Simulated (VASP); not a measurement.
A run of VASP 6.6.1:

INCAR

```
ALGO = Normal ; EDIFF = 1E-6
ENCUT = 520 ; GGA = PS
ISIF = 2 ; ISMEAR = 0
LASPH = True ; LCHARG = True
LELF = True ; LREAL = False
LVHAR = True ; LWAVE = False
NBANDS = 12 ; NELM = 100
PREC = Accurate ; SIGMA = 0.15
```

KPOINTS

```
k-points
0
Gamma
  20 20 20
```

Contents of POSCAR:

```
Ti
1.0
    0.0000000000      2.0604500000      1.9691000000
    2.0604500000      0.0000000000      1.9691000000
    2.0604500000      2.0604500000      0.0000000000
Ti
1
Direct
    0.0000000000      0.0000000000      0.0000000000
```

Potentials or basis: VASP PAW PBE potentials, release 64 (Ti_sv).

Launch:

```console
$ cat potpaw_PBE.64/Ti_sv/POTCAR > POTCAR
$ mpirun -np 1 vasp_std > vasp.out
```

Hardware: 1 thread of Intel Xeon 8259CL, with other jobs on the host.

Question: How long does it take, and how much memory?

Answer: Wall time 2.7 min on 1 thread of Intel Xeon 8259CL, with other jobs on the host, peak memory 0.24 GiB. Counts: scf iterations 12, k points 641.
